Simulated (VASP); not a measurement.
Here is a VASP 6.6.1 calculation.

File INCAR:

```
SYSTEM = As
PREC = Accurate
ENCUT = 520
EDIFF = 1E-7
ISMEAR = 0
SIGMA = 0.1
LREAL = .False.
LASPH = .True.
NELM = 60
ALGO = Normal
ISIF = 2
LWAVE = .False.
LCHARG = .False.
GGA = PE
IVDW = 12
NBANDS = 12
```

Contents of KPOINTS:

```
Automatic mesh
0
Gamma
  15 15 15
  0 0 0
```

Contents of POSCAR:

```
As
1.0
    1.9056851228      1.1002478187      3.5204403338
   -1.9056851228      1.1002478187      3.5204403338
    0.0000000000     -2.2004956373      3.5204403338
As
2
Direct
    0.7725031741      0.7725031741      0.7725031741
    0.2274968259      0.2274968259      0.2274968259
```

Potentials or basis: VASP PAW PBE potentials, release 64 (As).

The run is started by

```console
$ cat potpaw_PBE.64/As/POTCAR > POTCAR
$ mpirun -np 1 vasp_std > vasp.out
```

(1) Estimate the pressure.

(2) Estimate the largest force.

(3) What does it give for the dispersion energy per atom?

Answers

(1) -2.1 GPa.

(2) 0.051 eV/Å.

(3) -0.408 eV.
